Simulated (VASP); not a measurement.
Here is a VASP 6.6.1 calculation.

Contents of INCAR:

```
SYSTEM = RbBr
PREC     = Accurate       ! precision mode
ENCUT    = 520            ! plane-wave cutoff, eV
EDIFF    = 1E-6           ! SCF threshold, eV
ISMEAR   = 0              ! smearing method
SIGMA    = 0.05           ! smearing width, eV
LREAL    = .False.        ! projectors in reciprocal space
LASPH    = .True.         ! aspherical terms in the spheres
NELM     = 100            ! most SCF steps
ALGO     = Normal         ! electronic algorithm
ISIF     = 2              ! what is computed and relaxed
LWAVE    = .False.        ! write WAVECAR
LCHARG   = .True.         ! write CHGCAR
GGA      = PS             ! functional
LELF     = .True.         ! ELF
LVHAR    = .True.       
NBANDS   = 15             ! bands
```

File KPOINTS:

```
regular mesh
0
Gamma
  6 6 6
  0 0 0
```

Contents of POSCAR:

```
RbBr
1.0
    4.3323811650      0.0000000000      0.0000000000
    0.0000000000      4.3323811650      0.0000000000
    0.0000000000      0.0000000000      4.0229253675
Rb Br
1 1
Direct
    0.0000000000      0.0000000000      0.0000000000
    0.5000000000      0.5000000000      0.5000000000
```

Potentials or basis: VASP PAW PBE potentials, release 64 (Rb_sv, Br).

Command:

```bash
$ cat potpaw_PBE.64/Rb_sv/POTCAR potpaw_PBE.64/Br/POTCAR > POTCAR
$ mpirun -np 1 vasp_std > vasp.out
```

**Question.** What does it give for the band gap on the k mesh?

**Answer.** 3.43 eV (least direct gap 3.55 eV).

**Question.** What does it give for the pressure?

**Answer.** -1.4 GPa.

Stress tensor (GPa, compression positive):
```
-2.07  0.00  0.00
 0.00 -2.07  0.00
 0.00  0.00 -0.04
```

Caveat: the cell differs from its parent crystal (strain +0.050 along x and y, -0.025 along z); the PAW data sets were made with another functional, which shifts forces and pressure a little. A k mesh can miss the band edges.
